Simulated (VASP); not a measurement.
SnSbS2, 4 atoms in the cell. The structure is trigonal, space group P-3m1 (No. 164). Conventional cell: a = 4.407 Å, b = 4.407 Å, c = 5.678 Å, α = 90.00°, β = 90.00°, γ = 120.00°. Sn (site symmetry -3m) has 6 S at 2.81 Å and 2 Sb at 2.84 Å within 3.7 Å. Within 3.7 Å of Sb (site symmetry -3m) lie 2 Sn at 2.84 Å and 6 S at 3.03 Å. Within 3.7 Å of S (site symmetry 3m) lie 3 Sn at 2.81 Å and 3 Sb at 3.03 Å and 3 S at 3.49 Å. 

| Item | Value |
| --- | --- |
| Program | VASP 6.6.1 |
| Task | relaxation of cell and atoms |
| Functional | PBE |
| Potentials or basis | VASP PAW PBE potentials, release 64 (Sn_d, Sb, S) |
| Cutoff | 600 eV |
| k mesh | 6 × 6 × 4 |
| Occupations | gaussian, width 0.1 eV |
| Spin | no spin polarisation |
| Dipole correction | no |
| Further INCAR settings | ALGO = Normal; EDIFF = 1e-06; IBRION = 2; EDIFFG = -0.04; NSW = 90; ISIF = 3 |

Potentials or basis: VASP PAW PBE potentials, release 64 (Sn_d, Sb, S).

Command:

```console
$ cat potpaw_PBE.64/Sn_d/POTCAR potpaw_PBE.64/Sb/POTCAR potpaw_PBE.64/S/POTCAR > POTCAR
$ mpirun -np 1 vasp_std > vasp.out
```

Hardware: 1 thread of Intel(R) Xeon(R) Platinum 8375C CPU @ 2.90GHz (Ice Lake) (shared host).

Problem. Estimate the wall time of this run.

Solution. Run time: 13 min on 1 thread of Intel(R) Xeon(R) Platinum 8375C CPU @ 2.90GHz (Ice Lake), on a shared host, peak memory 0.29 GiB. Counts: scf iterations 146, k points 24, ion steps 17.
